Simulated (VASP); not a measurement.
LiTe3P: single point with r2SCAN

LiTe3P:

```
Li P Te
1.0
     6.18603    3.89952    0.00000
     6.18603   -3.89952    0.00000
     4.22485    0.00000   -5.90737
Li P Te
2 2 6
Direct
  0.24070 0.75930 0.00000
  0.75930 0.24070 0.00000
  0.15390 0.15390 0.41940
  0.84610 0.84610 0.58060
  0.77880 0.22120 0.50000
  0.22120 0.77880 0.50000
  0.19780 0.19780 0.67390
  0.80220 0.80220 0.32610
  0.31920 0.31920 0.06150
  0.68080 0.68080 0.93850
```

| Item | Value |
| --- | --- |
| Program | VASP 6.6.1 |
| Task | single point |
| Functional | r2SCAN |
| Potentials or basis | VASP PAW PBE potentials, release 64 (Li_sv, P, Te) |
| Cutoff | 520 eV |
| k mesh | 3 × 3 × 3 |
| Occupations | fermi-dirac, width 0.1 eV |
| Spin | no spin polarisation |
| Dipole correction | no |
| Further INCAR settings | ALGO = Normal; EDIFF = 1e-07; NBANDS = 37 |

```json
{"Largest force": "4.432 eV/Å", "Band gap on the k mesh": "0.80 eV (least direct gap 1.13 eV)"}
```

Forces on the atoms (eV/Å):
```
Li   0.000  0.002  0.000
Li   0.000 -0.002  0.000
P   -1.683  0.000 -0.705
P    1.683  0.000  0.705
Te   0.000 -3.135  0.000
Te   0.000  3.135  0.000
Te   3.408  0.000 -2.653
Te  -3.408  0.000  2.653
Te   1.013  0.000  4.315
Te  -1.013  0.000 -4.315
```

Levels at points of the mesh, in eV from the valence-band top:
```tsv
k point	band 22	band 23	band 24	band 25	band 26	band 27	band 28	band 29	band 30	band 31
(0.00, 0.00, 0.00)	-1.58	-1.22	-0.57	-0.42	0.00	1.13	1.77	1.89	2.53	2.80
```

Run time: 17 min on 1 thread of Oxide Virtual Turin-like Processor, on a shared host, peak memory 0.45 GiB.

Caveat: the PAW data sets were made with another functional, which shifts forces and pressure a little; spin-orbit coupling is left out, which moves the levels of the heavy elements. A k mesh can miss the band edges.
